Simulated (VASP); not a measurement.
Write the native input for VASP 6.6.1 that does the following.

| Quantity | Value |
| --- | --- |
| Task | single point |
| Functional | PBE |
| Potentials or basis | VASP PAW PBE potentials, release 64 (Mg, Li_sv) |
| Cutoff | 520 eV |
| k mesh | 4 × 3 × 4 |
| Occupations | gaussian, width 0.05 eV |
| Spin | no spin polarisation |
| Dipole correction | no |
| Further INCAR settings | ALGO = Normal; EDIFF = 1e-06; NBANDS = 26 |

The structure of LiMg12 (a cell with a defect) lies in POSCAR:

```
LiMg12
1.0
    6.4200000000      0.0000000000      0.0000000000
   -4.8150000000      8.3398250000      0.0000000000
    0.0000000000      0.0000000000      5.2130400000
Mg Li
12 1
Direct
   -0.0365459112     -0.0408367082     -0.0097973543
    0.1274602860      0.2094569131      0.4610994736
    0.0162769261      0.3389096294     -0.0317933490
    0.1631047923      0.5518697335      0.4912766831
    0.1459637807      0.7269664531     -0.0357875635
    0.1747640801      0.9050499261      0.4808491782
    0.5629291609      0.0288964097      0.0155655817
    0.6619384358      0.2319968345      0.4957379955
    0.3984831707      0.2602305204     -0.0463253687
    0.6797793843      0.5641438519      0.5882678821
    0.5169556415      0.6395647391      0.0573162684
    0.6357278432      0.8766163559      0.5181544742
    0.7804481290      0.4828577338      0.1314893037
```

The input as run:

INCAR

```
SYSTEM = LiMg12
PREC     = Accurate       ! precision mode
ENCUT    = 520            ! plane-wave cutoff, eV
EDIFF    = 1E-6           ! SCF threshold, eV
ISMEAR   = 0              ! smearing method
SIGMA    = 0.05           ! smearing width, eV
LREAL    = .False.        ! projectors in reciprocal space
LASPH    = .True.         ! aspherical terms in the spheres
NELM     = 100            ! most SCF steps
ALGO     = Normal         ! electronic algorithm
ISIF     = 2              ! what is computed and relaxed
LWAVE    = .False.        ! write WAVECAR
LCHARG   = .False.        ! write CHGCAR
GGA      = PE             ! functional
NBANDS   = 26             ! bands
```

KPOINTS

```
Automatic mesh
0
Gamma
  4 3 4
  0 0 0
```

Potentials or basis: VASP PAW PBE potentials, release 64 (Mg, Li_sv).

The run is started by

```bash
$ cat potpaw_PBE.64/Mg/POTCAR potpaw_PBE.64/Li_sv/POTCAR > POTCAR
$ mpirun -np 1 vasp_std > vasp.out
```

Results of the run:

| Quantity | Value |
| --- | --- |
| Largest force | 0.115 eV/Å |

Run time: 5.1 min on 1 thread of Oxide Virtual Turin-like Processor (shared host), peak memory 0.41 GiB.
